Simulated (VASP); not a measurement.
# CdO2 (P-3m1) in VASP: further runs

Runs on CdO2. Level: PBEsol. Tasks: single point.

Program: VASP 6.6.1. These are calculated values, not measurements. Logs are shortened: lines on timing, memory, paths and dates and some standing lists are left out, and cuts for length are marked.

## 1. The cell of the first run

It takes space group P-3m1 (No. 164, trigonal). Conventional cell: a = 3.476 Å, b = 3.476 Å, c = 4.148 Å, α = 90.00°, β = 90.00°, γ = 120.00°. Cd (site symmetry -3m) has 6 O at 2.25 Å within 3.0 Å. Within 3.0 Å of O (site symmetry 3m) lie 3 Cd at 2.25 Å and 6 O at 2.85 to 2.92 Å.

## 2. Single point, PBEsol

The input, INCAR:

```
PREC = Accurate
ENCUT = 600
EDIFF = 1E-6
ISMEAR = -1
SIGMA = 0.1
LREAL = False
LASPH = True
NELM = 120
ALGO = Normal
ISIF = 2
LWAVE = False
LCHARG = False
GGA = PS
NBANDS = 19
GGA_COMPAT = False
```

The input, KPOINTS:

```
regular mesh
0
Gamma
  5 5 4
```

The input, POSCAR:

```
CdO2
1.0
    3.4762295800      0.0000000000      0.0000000000
   -1.7381147900      3.0105031257      0.0000000000
    0.0000000000      0.0000000000      4.1480760000
Cd O
1 2
Direct
    0.0000000000      0.0000000000      0.0000000000
    0.6666666667      0.3333333333      0.7557810000
    0.3333333333      0.6666666667      0.2442190000
```

Potentials or basis: VASP PAW PBE potentials, release 64 (Cd, O).

Command:

```bash
cat potpaw_PBE.64/Cd/POTCAR potpaw_PBE.64/O/POTCAR > POTCAR
mpirun -np 1 vasp_std > vasp.out
```

OUTCAR:

```text
PREC = Accurate
   ENCUT = 600
   EDIFF = 1E-6
   ISMEAR = -1
   LREAL = False
   LASPH = True
   NELM = 120
   ISIF = 2
   GGA = PS

 ion  position               nearest neighbor table
   1  0.000  0.000  0.000-   2 2.25   3 2.25   2 2.25   3 2.25   2 2.25   3 2.25
   2  0.667  0.333  0.756-   1 2.25   1 2.25   1 2.25
   3  0.333  0.667  0.244-   1 2.25   1 2.25   1 2.25

  LATTYP: Found a hexagonal cell.
 ALAT       =     3.4762295800
 C/A-ratio  =     1.1932687139

  Lattice vectors:

 A1 = (   3.4762295800,   0.0000000000,   0.0000000000)
 A2 = (  -1.7381147900,   3.0105031257,   0.0000000000)
 A3 = (   0.0000000000,   0.0000000000,   4.1480760000)

Analysis of symmetry for initial positions (statically):
=====================================================================
 Subroutine PRICEL returns:
 Original cell was already a primitive cell.

 Routine SETGRP: Setting up the symmetry group for a
 hexagonal supercell.

 Subroutine GETGRP returns: Found 12 space group operations
 (whereof 12 operations were pure point group operations)
 out of a pool of 24 trial point group operations.

The static configuration has the point symmetry D_3d.

Analysis of symmetry for dynamics (positions and initial velocities):
=====================================================================
 Subroutine PRICEL returns:
 Original cell was already a primitive cell.

 Routine SETGRP: Setting up the symmetry group for a
 hexagonal supercell.

 Subroutine GETGRP returns: Found 12 space group operations
 (whereof 12 operations were pure point group operations)
 out of a pool of 24 trial point group operations.

The dynamic configuration has the point symmetry D_3d.

 Subroutine INISYM returns: Found 12 space group operations
 (whereof 12 operations are pure point group operations),
 and found     1 'primitive' translations

----------------------------------------------------------------------------------------

                                     Primitive cell

  volume of cell :      43.4104

  direct lattice vectors                    reciprocal lattice vectors
     3.476229580  0.000000000  0.000000000     0.287667997  0.166085195  0.000000000
    -1.738114790  3.010503126  0.000000000     0.000000000  0.332170391  0.000000000
     0.000000000  0.000000000  4.148076000     0.000000000  0.000000000  0.241075622

  length of vectors
     3.476229580  3.476229580  4.148076000     0.332170391  0.332170391  0.241075622

  position of ions in fractional coordinates (direct lattice)
     0.000000000  0.000000000  0.000000000
     0.666666667  0.333333333  0.755781000
     0.333333333  0.666666667  0.244219000

  ion indices of the primitive-cell ions
   primitive index   ion index
                 1           1
                 2           2
                 3           3

----------------------------------------------------------------------------------------

 KPOINTS: regular mesh

Automatic generation of k-mesh.
 Grid dimensions read from file:
 generate k-points for:    5    5    4

 Generating k-lattice:

  Cartesian coordinates                     Fractional coordinates (reciprocal lattice)
     0.057533599  0.033217039  0.000000000     0.200000000  0.000000000  0.000000000
     0.000000000  0.066434078  0.000000000     0.000000000  0.200000000  0.000000000
     0.000000000  0.000000000  0.060268905     0.000000000  0.000000000  0.250000000

  Length of vectors
     0.066434078  0.066434078  0.060268905

  Shift w.r.t. Gamma in fractional coordinates (k-lattice)
     0.000000000  0.000000000  0.000000000

 Subroutine IBZKPT returns following result:
 ===========================================

 Found     17 irreducible k-points:

 Following reciprocal coordinates:
            Coordinates               Weight
  0.000000  0.000000  0.000000      1.000000
  0.200000 -0.000000  0.000000      6.000000
  0.400000 -0.000000  0.000000      6.000000
  0.200000  0.200000  0.000000      6.000000
  0.400000  0.200000  0.000000      6.000000
  0.000000  0.000000  0.250000      2.000000
[... 9 lines left out ...]
  0.200000  0.200000  0.500000      6.000000
  0.400000  0.200000  0.500000      6.000000
   k-points           NKPTS =     17   k-points in BZ     NKDIM =     17   number of bands    NBANDS=     19
   number of dos      NEDOS =    301   number of ions     NIONS =      3
   total plane-waves  NPLWV =  28224
   dimension x,y,z NGX =    28 NGY =   28 NGZ =   36
   dimension x,y,z NGXF=    56 NGYF=   56 NGZF=   72
   ions per type =               1   2
   NGX,Y,Z   is equivalent  to a cutoff of  13.39, 13.39, 14.43 a.u.
   NGXF,Y,Z  is equivalent  to a cutoff of  26.78, 26.78, 28.86 a.u.
 SYSTEM =  unknown system
   PREC   = accura    normal or accurate (medium, high low for compatibility)
   ISTART =      0    job   : 0-new  1-cont  2-samecut
   ICHARG =      2    charge: 1-file 2-atom 10-const
   ISPIN  =      1    spin polarized calculation?
   LNONCOLLINEAR =      F non collinear calculations
   LSORBIT =      F    spin-orbit coupling
   LASPH  =      T    aspherical Exc in radial PAW
   ENCUT  =  600.0 eV  44.10 Ry    6.64 a.u.   6.94  6.94  8.28*2*pi/ulx,y,z
   NELM   =    120;   NELMIN=  2; NELMDL= -5     # of ELM steps
   EDIFF  = 0.1E-05   stopping-criterion for ELM
   LREAL  =      F    real-space projection
   EDIFFG = 0.1E-04   stopping-criterion for IOM
   NSW    =      0    number of steps for IOM
   IBRION =     -1    ionic relax: 0-MD 1-quasi-New 2-CG
   NFREE  =      0    steps in history (QN), initial steepest desc. (CG)
   ISIF   =      2    stress and relaxation
   ISYM   =      2    0-nonsym 1-usesym 2-fastsym
   POTIM  = 0.5000    time-step for ionic-motion
   TEBEG  =    0.0;   TEEND  =   0.0 temperature during run
   PSTRESS=    0.0 pullay stress
   NELECT =      24.0000    total number of electrons
   NUPDOWN=      -1.0000    fix difference up-down
   EMIN   =  10.00;   EMAX   =-10.00  energy-range for DOS
   EFERMI =   0.00;   METHOD = LEGACY
   ISMEAR =    -1;   SIGMA  =   0.10  broadening in eV -4-tet -1-fermi 0-gaus
   EFERMI_NEDOS =   21; number of points for ismear=-14 and -15
   IALGO  =     38    algorithm
   IMIX   =      4    mixing-type and parameters
     AMIX     =   0.40;   BMIX     =  1.00
     AMIX_MAG =   1.60;   BMIX_MAG =  1.00
  volume/ion in A,a.u.               =      14.47        97.65
  Fermi-wavevector in a.u.,A,eV,Ry     =   1.343632  2.539097 24.563255  1.805348
  Thomas-Fermi vector in A             =   2.471691
   LORBIT       =      0    0 simple, 1 ext, 2 COOP (PROOUT), +10 PAW based schemes
   GGA     = PS    functional components
   LHFCALC =     F    Hartree Fock is set to
   AEXX    =    0.0000 exact exchange contribution
   IVDW    =     0    specifies the selected vdW correction
   LEPSILON=     F    determine dielectric tensor
   LRPA    =     F    only Hartree local field effects (RPA)
 non-spin polarized calculation
  energy-cutoff  :      600.00
  volume of cell :       43.41
 maximum number of plane-waves:      1469
 NGX is ok and might be reduce to    28
   NGX = 13   NGY = 13   NGZ = 17

 number of electron      23.9999999 magnetization

 Free energy of the ion-electron system (eV)
  ---------------------------------------------------
  ext. energy  EPLUGINS =         0.00000000
  ---------------------------------------------------
  free energy    TOTEN  =       -11.35498777 eV

  energy without entropy =      -11.20838720  energy(sigma->0) =      -11.28168748

 E-fermi :  -0.6746     XC(G=0): -10.4111

 val. band max:       -0.7285382354   @ k =   0.0000   0.0000   0.0000
 cond. band min:      -0.6606404046   @ k =   0.2000   0.2000   0.0000
 fundamental gap:      0.0678978309
 Fermi energy:        -0.6745703120

 k-point     1 :       0.0000    0.0000    0.0000
  band No.  band energies     occupation
      1     -17.7683      2.00000
      2     -16.3246      2.00000
      3      -7.9201      2.00000
      4      -7.9201      2.00000
      5      -7.5516      2.00000
      6      -6.9419      2.00000
[... 11 lines left out ...]
     18      13.8446      0.00000
     19      17.5587      0.00000

 k-point     2 :       0.2000   -0.0000    0.0000
  band No.  band energies     occupation
      1     -17.5592      2.00000
      2     -16.4665      2.00000
      3      -7.7415      2.00000
      4      -7.5978      2.00000
      5      -7.3685      2.00000
      6      -7.0196      2.00000
[... 11 lines left out ...]
     18      13.6086      0.00000
     19      15.3148      0.00000

 k-point     3 :       0.4000   -0.0000    0.0000
  band No.  band energies     occupation
      1     -17.1288      2.00000
      2     -16.7528      2.00000
      3      -7.5320      2.00000
      4      -7.4870      2.00000
      5      -7.0367      2.00000
      6      -6.8388      2.00000
[... 11 lines left out ...]
     18      13.0827      0.00000
     19      13.9464      0.00000

 k-point     4 :       0.2000    0.2000    0.0000
  band No.  band energies     occupation
      1     -17.2460      2.00000
      2     -16.6642      2.00000
      3      -7.5280      2.00000
      4      -7.3050      2.00000
      5      -7.1961      2.00000
      6      -6.9383      2.00000
[... 11 lines left out ...]
     18      13.1636      0.00000
     19      15.0937      0.00000

 k-point     5 :       0.4000    0.2000    0.0000
  band No.  band energies     occupation
      1     -16.9554      2.00000
      2     -16.8660      2.00000
      3      -7.3971      2.00000
      4      -7.3613      2.00000
      5      -6.9953      2.00000
      6      -6.8784      2.00000
[... 11 lines left out ...]
     18      12.8048      0.00000
     19      14.8118      0.00000
[... 180 lines left out ...]
      2     -16.8133      2.00000
      3      -7.7452      2.00000
      4      -7.6823      2.00000
      5      -7.1995      2.00000
      6      -7.0129      2.00000
[... 11 lines left out ...]
     18      13.7794      0.00000
     19      16.9703      0.00000

 k-point    15 :       0.4000   -0.0000    0.5000
  band No.  band energies     occupation
      1     -16.9949      2.00000
      2     -16.8504      2.00000
      3      -7.6276      2.00000
      4      -7.5923      2.00000
      5      -6.8816      2.00000
      6      -6.8425      2.00000
[... 11 lines left out ...]
     18      13.8292      0.00000
     19      16.8721      0.00000

 k-point    16 :       0.2000    0.2000    0.5000
  band No.  band energies     occupation
      1     -17.0169      2.00000
      2     -16.8703      2.00000
      3      -7.5419      2.00000
      4      -7.4409      2.00000
      5      -7.1482      2.00000
      6      -6.9827      2.00000
[... 11 lines left out ...]
     18      13.5161      0.00000
     19      15.5956      0.00000

 k-point    17 :       0.4000    0.2000    0.5000
  band No.  band energies     occupation
      1     -16.9273      2.00000
      2     -16.8574      2.00000
      3      -7.4758      2.00000
      4      -7.4175      2.00000
      5      -6.9018      2.00000
      6      -6.8671      2.00000
[... 11 lines left out ...]
     18      12.9139      0.00000
     19      14.6064      0.00000

------------------------ aborting loop because EDIFF is reached ----------------------------------------

  FORCE on cell =-STRESS in cart. coord.  units (eV):
  Direction    XX          YY          ZZ          XY          YZ          ZX
  --------------------------------------------------------------------------------------
  -------------------------------------------------------------------------------------
  Total       -2.6361881     -2.6361881     -2.1928932      0.0000000      0.0000000      0.0000000
  in kB      -97.2954982    -97.2954982    -80.9345272      0.0000000      0.0000000      0.0000000
  external PRESSURE =     -91.8418412 kB  Pullay stress =       0.0000000 kB

 VOLUME and BASIS-vectors are now :
 -----------------------------------------------------------------------------
  energy-cutoff  :      600.00
  volume of cell :       43.41
      direct lattice vectors                 reciprocal lattice vectors
     3.476229580  0.000000000  0.000000000     0.287667997  0.166085195  0.000000000
    -1.738114790  3.010503126  0.000000000     0.000000000  0.332170391  0.000000000
     0.000000000  0.000000000  4.148076000     0.000000000  0.000000000  0.241075622

 POSITION                                       TOTAL-FORCE (eV/Angst)
 -----------------------------------------------------------------------------------
      0.00000      0.00000      0.00000        -0.000000      0.000000      0.000000
      1.73811      1.00350      3.13504         0.000000      0.000000      0.212406
     -0.00000      2.00700      1.01304        -0.000000     -0.000000     -0.212406
 -----------------------------------------------------------------------------------
    total drift:                                0.000000     -0.000000      0.000000

  FREE ENERGIE OF THE ION-ELECTRON SYSTEM (eV)
  ---------------------------------------------------
  free  energy   TOTEN  =       -11.3549877683 eV

  energy  without entropy=      -11.2083871958  energy(sigma->0) =      -11.28168748
```

Wall time 19 s (1 thread of Intel Xeon 6975P-C, shared host); peak memory 0.17 GiB.

Results:

* Free energy: -11.3550 eV
* Pressure: -9.2 GPa
* Largest force: 0.212 eV/Å
* Band gap on the k mesh: zero (band 12 reaches -0.46 eV, above the bottom of band 13 at -0.93 eV)

Forces on the atoms (eV/Å):
```
Cd   0.000  0.000  0.000
O    0.000  0.000  0.212
O    0.000  0.000 -0.212
```

Stress tensor (GPa, compression positive):
```
-9.73  0.00  0.00
 0.00 -9.73  0.00
 0.00  0.00 -8.09
```

Caveat: the k points lie up to 0.42 Å⁻¹ apart; the PAW data sets were made with another functional, which shifts forces and pressure a little.

## 3. Single point, PBEsol

The input, INCAR:

```
PREC     = Accurate       # precision mode
ENCUT    = 600            # plane-wave cutoff, eV
EDIFF    = 1E-6           # SCF threshold, eV
ISMEAR   = -1             # smearing method
SIGMA    = 0.1            # smearing width, eV
LREAL    = False          # projectors in reciprocal space
LASPH    = True           # aspherical terms in the spheres
NELM     = 120            # most SCF steps
ALGO     = Normal         # electronic algorithm
ISIF     = 2              # what is computed and relaxed
LWAVE    = False          # write WAVECAR
LCHARG   = False          # write CHGCAR
GGA      = PS             # functional
NBANDS   = 19             # bands
GGA_COMPAT= False
```

The input, KPOINTS:

```
regular mesh
0
Gamma
  6 6 4
```

POSCAR is that of step 2.

Potentials or basis: VASP PAW PBE potentials, release 64 (Cd, O).

Command:

```bash
cat potpaw_PBE.64/Cd/POTCAR potpaw_PBE.64/O/POTCAR > POTCAR
mpirun -np 1 vasp_std > vasp.out
```

It took 25 s on 1 thread of Intel Xeon 6975P-C, shared host; peak memory 0.18 GiB.

The run converged. Its results:

```yaml
Free_energy: -11.3469 eV
Pressure: -9.0 GPa
Largest_force: 0.221 eV/Å
Band_gap_on_the_k_mesh: zero (band 12 reaches -0.32 eV, above the bottom of band 13 at -1.27 eV)
```

Forces on the atoms (eV/Å):
```
Cd   0.000  0.000  0.000
O    0.000  0.000  0.221
O    0.000  0.000 -0.221
```

Stress tensor (GPa, compression positive):
```
-9.53  0.00  0.00
 0.00 -9.53  0.00
 0.00  0.00 -8.09
```

Levels at points of the mesh, in eV from the Fermi level:
```
           k point  band 10  band 11  band 12  band 13  band 14  band 15
(0.00, 0.00, 0.00)    -0.91    -0.05    -0.05     0.06     3.21     8.39
(0.50, 0.00, 0.00)    -2.27    -1.52    -0.16     0.39     7.18     8.93
(0.00, 0.00, 0.50)    -1.14    -1.14     0.22     0.22     5.45     6.77
(0.50, 0.00, 0.50)    -1.85    -0.58    -0.11    -0.07     7.39     8.24
```

Caveat: the k points lie up to 0.38 Å⁻¹ apart; the PAW data sets were made with another functional, which shifts forces and pressure a little.
